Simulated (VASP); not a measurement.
# SrO (pbe) (Fm-3m) in VASP: notebook, part 2 of 2

VASP 6.6.1.

## (4) Single point, PBE

This run uses another cell than the first one, of 17.53 Å³/atom, 1.020 times its volume.

INCAR reads:

```
SYSTEM = SrO
ALGO = Normal
EDIFF = 1E-6
ENCUT = 600
GGA = PE
GGA_COMPAT = .False.
ISIF = 2
ISMEAR = 0
LASPH = .True.
LCHARG = .False.
LREAL = .False.
LWAVE = .False.
NBANDS = 15
NELM = 120
PREC = Accurate
SIGMA = 0.01
```

KPOINTS reads:

```
k-points
0
Gamma
  6 6 6
  0 0 0
```

POSCAR reads:

```
SrO
1.0
    0.0000000000      2.5974845728      2.5974845728
    2.5974845728      0.0000000000      2.5974845728
    2.5974845728      2.5974845728      0.0000000000
Sr O
1 1
Direct
    0.0000000000      0.0000000000      0.0000000000
    0.5000000000      0.5000000000      0.5000000000
```

Potentials or basis: VASP PAW PBE potentials, release 64 (Sr_sv, O).

Command:

```sh
> cat potpaw_PBE.64/Sr_sv/POTCAR potpaw_PBE.64/O/POTCAR > POTCAR
> mpirun -np 1 vasp_std > vasp.out
```

OUTCAR:

```text
SYSTEM = SrO
   EDIFF = 1E-6
   ENCUT = 600
   GGA = PE
   ISIF = 2
   ISMEAR = 0
   LASPH = .True.
   LREAL = .False.
   NELM = 120
   PREC = Accurate

 ion  position               nearest neighbor table
   1  0.000  0.000  0.000-   2 2.60   2 2.60   2 2.60   2 2.60   2 2.60   2 2.60
   2  0.500  0.500  0.500-   1 2.60   1 2.60   1 2.60   1 2.60   1 2.60   1 2.60

  LATTYP: Found a face centered cubic cell.
 ALAT       =     5.1949691456

  Lattice vectors:

 A1 = (   0.0000000000,   2.5974845728,   2.5974845728)
 A2 = (   2.5974845728,   0.0000000000,   2.5974845728)
 A3 = (   2.5974845728,   2.5974845728,   0.0000000000)

Analysis of symmetry for initial positions (statically):
=====================================================================
 Subroutine PRICEL returns:
 Original cell was already a primitive cell.

 Routine SETGRP: Setting up the symmetry group for a
 face centered cubic supercell.

 Subroutine GETGRP returns: Found 48 space group operations
 (whereof 48 operations were pure point group operations)
 out of a pool of 48 trial point group operations.

[... 167 lines left out ...]
      5     -12.6467      2.00000
      6       1.5196      2.00000
      7       1.5196      2.00000
      8       1.5196      2.00000
      9       5.2874      0.00000
     10       7.6621      0.00000
     11       7.6621      0.00000
     12       7.6621      0.00000
     13       9.7610      0.00000
     14       9.7610      0.00000
[... 257 lines left out ...]
      2     -14.0854      2.00000
      3     -13.3856      2.00000
      4     -13.1178      2.00000
      5     -12.2234      2.00000
      6       0.6643      2.00000
      7       1.0205      2.00000
      8       1.1613      2.00000
      9       6.1316      0.00000
     10       8.9580      0.00000
     11       9.7484      0.00000
     12      12.2679      0.00000
     13      12.3753      0.00000
     14      14.1131      0.00000
     15      14.6675      0.00000

------------------------ aborting loop because EDIFF is reached ----------------------------------------

  FORCE on cell =-STRESS in cart. coord.  units (eV):
  Direction    XX          YY          ZZ          XY          YZ          ZX
  --------------------------------------------------------------------------------------
  -------------------------------------------------------------------------------------
  Total        0.0926051      0.0926051      0.0926051     -0.0000000      0.0000000      0.0000000
  in kB        4.2330817      4.2330817      4.2330817     -0.0000000      0.0000000      0.0000000
  external PRESSURE =       4.2330817 kB  Pullay stress =       0.0000000 kB

 VOLUME and BASIS-vectors are now :
 -----------------------------------------------------------------------------
  energy-cutoff  :      600.00
  volume of cell :       35.05
      direct lattice vectors                 reciprocal lattice vectors
     0.000000000  2.597484573  2.597484573    -0.192493925  0.192493925  0.192493925
     2.597484573  0.000000000  2.597484573     0.192493925 -0.192493925  0.192493925
     2.597484573  2.597484573  0.000000000     0.192493925  0.192493925 -0.192493925

 POSITION                                       TOTAL-FORCE (eV/Angst)
 -----------------------------------------------------------------------------------
      0.00000      0.00000      0.00000         0.000000      0.000000      0.000000
      2.59748      2.59748      2.59748         0.000000      0.000000     -0.000000
 -----------------------------------------------------------------------------------
    total drift:                                0.000000      0.000000      0.000000

  FREE ENERGIE OF THE ION-ELECTRON SYSTEM (eV)
  ---------------------------------------------------
  free  energy   TOTEN  =       -12.0561978572 eV

  energy  without entropy=      -12.0561978572  energy(sigma->0) =      -12.05619786
```

OSZICAR:

```text
N       E                     dE             d eps       ncg     rms          rms(c)
DAV:   1     0.776023497257E+02    0.77602E+02   -0.91905E+03   480   0.116E+03
DAV:   2    -0.109884767953E+02   -0.88591E+02   -0.80083E+02   701   0.231E+02
DAV:   3    -0.141976183693E+02   -0.32091E+01   -0.31876E+01   610   0.412E+01
DAV:   4    -0.142537867159E+02   -0.56168E-01   -0.56161E-01   678   0.495E+00
DAV:   5    -0.142541728066E+02   -0.38609E-03   -0.38609E-03   587   0.355E-01    0.156E+01
DAV:   6    -0.122160783940E+02    0.20381E+01   -0.68187E+00   487   0.192E+01    0.183E+01
DAV:   7    -0.120657375881E+02    0.15034E+00   -0.32114E-01   557   0.497E+00    0.106E+01
DAV:   8    -0.120543689774E+02    0.11369E-01   -0.12246E-01   613   0.352E+00    0.392E-01
DAV:   9    -0.120555737842E+02   -0.12048E-02   -0.61348E-03   605   0.499E-01    0.236E-01
DAV:  10    -0.120560245105E+02   -0.45073E-03   -0.45191E-04   529   0.203E-01    0.897E-02
DAV:  11    -0.120561786089E+02   -0.15410E-03   -0.16042E-04   508   0.946E-02    0.283E-02
DAV:  12    -0.120561979351E+02   -0.19326E-04   -0.29151E-05   529   0.398E-02    0.251E-02
DAV:  13    -0.120561978572E+02    0.77855E-07   -0.17779E-06   521   0.118E-02
   1 F= -.12056198E+02 E0= -.12056198E+02  d E =-.696459E-22
```

Wall time 19 s (1 thread of AMD EPYC 7R43 (Zen 3), shared host); peak memory 0.14 GiB.

What came out:

```
Free energy            : -12.0562 eV
Pressure               : 0.4 GPa
Band gap on the k mesh : 3.28 eV, indirect (least direct gap 3.39 eV)
```

Levels at points of the mesh, in eV from the valence-band top:
```
           k point  band 6  band 7  band 8  band 9  band 10  band 11
(0.00, 0.00, 0.00)    0.00    0.00    0.00    3.77     6.14     6.14
(0.50, 0.00, 0.00)   -2.11   -1.08   -1.08    6.42     8.21     8.67
(0.50, 0.50, 0.00)   -0.48   -0.11   -0.11    3.28     7.57     9.97
```

## (5) Relaxation of cell and atoms, PBE

INCAR reads:

```
SYSTEM = SrO
  ALGO = Normal
  EDIFF = 1E-7
  EDIFFG = -0.002
  ENCUT = 600
  GGA = PE
  GGA_COMPAT = .FALSE.
  IBRION = 2
  ISIF = 3
  ISMEAR = 0
  LASPH = .TRUE.
  LCHARG = .FALSE.
  LREAL = .FALSE.
  LWAVE = .FALSE.
  NELM = 120
  NELMIN = 4
  NSW = 100
  PREC = Accurate
  SIGMA = 0.02
```

KPOINTS reads:

```
k-points
0
G
  6 6 6
  0 0 0
```

POSCAR reads:

```
SrO
1.0
    0.0000000000      2.5800000000      2.5800000000
    2.5800000000      0.0000000000      2.5800000000
    2.5800000000      2.5800000000      0.0000000000
Sr O
1 1
Direct
    0.0000000000      0.0000000000      0.0000000000
    0.5000000000      0.5000000000      0.5000000000
```

Command:

```sh
> cat potpaw_PBE.64/Sr_sv/POTCAR potpaw_PBE.64/O/POTCAR > POTCAR
> mpirun -np 1 vasp_std > vasp.out
```

Wall time 53 s (1 thread of AMD EPYC 7R43 (Zen 3), shared host); peak memory 0.14 GiB.

It converged, with:

* Free energy: -12.0556 eV
* Relaxed volume: 17.61 Å³/atom
* Relaxed cell: a = 3.680 Å, b = 3.680 Å, c = 3.680 Å, α = 60.00°, β = 60.00°, γ = 60.00°
* Space group after relaxing (to 0.05 Å): Fm-3m (No. 225)
* Energy gained by relaxing: 3.0 meV/atom
* Ionic steps: 3
* Pressure after relaxing: 0.0 GPa
* Band gap on the k mesh: 3.28 eV, indirect (least direct gap 3.39 eV)

The path:
```csv
step,energy change (eV),largest force (eV/Å),pressure (GPa),volume (Å³)
1,0.0000,0.0000,2.26,34.35
2,-0.0052,0.0000,-0.78,35.57
3,-0.0061,0.0000,0.00,35.23
```

Final structure:
```
Sr O
1.0
     0.00000    2.60187    2.60187
     2.60187    0.00000    2.60187
     2.60187    2.60187    0.00000
Sr O
1 1
Direct
  0.00000 0.00000 0.00000
  0.50000 0.50000 0.50000
```

Levels at points of the mesh, in eV from the valence-band top:
```
           k point  band 6  band 7  band 8  band 9  band 10  band 11
(0.00, 0.00, 0.00)    0.00    0.00    0.00    3.73     6.13     6.13
(0.50, 0.00, 0.00)   -2.10   -1.07   -1.07    6.40     8.17     8.64
(0.50, 0.50, 0.00)   -0.49   -0.11   -0.11    3.28     7.54     9.94
```

A k mesh can miss the band edges.

## (6) Summary

```csv
task,cell,smearing,gap on the mesh (eV),pressure (GPa)
single point,"a = 3.649 Å, angles 60.0°, 2 atoms",gaussian 0.1 eV,3.27,2.3
single point,"a = 3.673 Å, angles 60.0°, 2 atoms",gaussian 0.02 eV,3.28,0.4
single point,"a = 3.673 Å, angles 60.0°, 2 atoms",gaussian 0.01 eV,3.28,0.4
relaxation of cell and atoms,"relaxed from a = 3.649 Å, angles 60.0°, 2 atoms",gaussian 0.02 eV,3.28,0.0
```

Alike in all rows: level PBE; potentials or basis VASP PAW PBE potentials, release 64 (Sr_sv, O); no spin polarisation; k mesh 6 × 6 × 6; cutoff (eV) 600.

Absolute energies hang on the potentials; compare differences alone.
